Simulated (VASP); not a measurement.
Set up this calculation in VASP 6.6.1, as the native input.

* Task: single point
* Functional: PBE
* Potentials or basis: VASP PAW PBE potentials, release 64 (Si, O)
* Cutoff: 520 eV
* k mesh: 3 × 3 × 3
* Occupations: fermi-dirac, width 0.02 eV
* Spin: no spin polarisation
* Dipole correction: no
* Further INCAR settings: LREAL = Auto; ALGO = Normal; EDIFF = 1e-07; NBANDS = 82

The structure of SiO2 lies in POSCAR:

```
SiO2
1.0
    7.0817519600      0.0000000000      0.0000000000
    0.0000000000      7.0817519600      0.0000000000
    0.0000000000      0.0000000000      7.0817519600
Si O
8 16
Direct
    0.9771259885      0.5228740115      0.4771259885
    0.5228740115      0.4771259885      0.9771259885
    0.4771259885      0.9771259885      0.5228740115
    0.0228740115      0.0228740115      0.0228740115
    0.7141775776      0.7858224224      0.2141775776
    0.7858224224      0.2141775776      0.7141775776
    0.2141775776      0.7141775776      0.7858224224
    0.2858224224      0.2858224224      0.2858224224
    0.8607175071      0.3328254486      0.5326132099
    0.3607175071      0.1671745514      0.4673867901
    0.1392824929      0.8328254486      0.9673867901
    0.1671745514      0.4673867901      0.3607175071
    0.9673867901      0.1392824929      0.8328254486
    0.4673867901      0.3607175071      0.1671745514
    0.3328254486      0.5326132099      0.8607175071
    0.5326132099      0.8607175071      0.3328254486
    0.1541929604      0.1541929604      0.1541929604
    0.3458070396      0.8458070396      0.6541929604
    0.6541929604      0.3458070396      0.8458070396
    0.8458070396      0.6541929604      0.3458070396
    0.6392824929      0.6671745514      0.0326132099
    0.0326132099      0.6392824929      0.6671745514
    0.6671745514      0.0326132099      0.6392824929
    0.8328254486      0.9673867901      0.1392824929
```

The input as run:

INCAR

```
SYSTEM = SiO2
PREC     = Accurate       ! precision mode
ENCUT    = 520            ! plane-wave cutoff, eV
EDIFF    = 1E-7           ! SCF threshold, eV
ISMEAR   = -1             ! smearing method
SIGMA    = 0.02           ! smearing width, eV
LREAL    = Auto         
LASPH    = .True.         ! aspherical terms in the spheres
NELM     = 80             ! most SCF steps
ALGO     = Normal         ! electronic algorithm
ISIF     = 2              ! what is computed and relaxed
LWAVE    = .False.        ! write WAVECAR
LCHARG   = .False.        ! write CHGCAR
GGA      = PE             ! functional
NBANDS   = 82             ! bands
```

KPOINTS

```
regular mesh
0
Gamma
  3 3 3
  0 0 0
```

Potentials or basis: VASP PAW PBE potentials, release 64 (Si, O).

Launch:

```console
$ cat potpaw_PBE.64/Si/POTCAR potpaw_PBE.64/O/POTCAR > POTCAR
$ mpirun -np 1 vasp_std > vasp.out
```

Results of the run:

- Pressure: 1.2 GPa
- Largest force: 0.052 eV/Å
- Band gap on the k mesh: 5.75 eV (least direct gap 5.76 eV)

Wall time 3.8 min on 1 thread of Intel(R) Xeon(R) Platinum 8559C (Emerald Rapids) (shared host), peak memory 0.41 GiB.
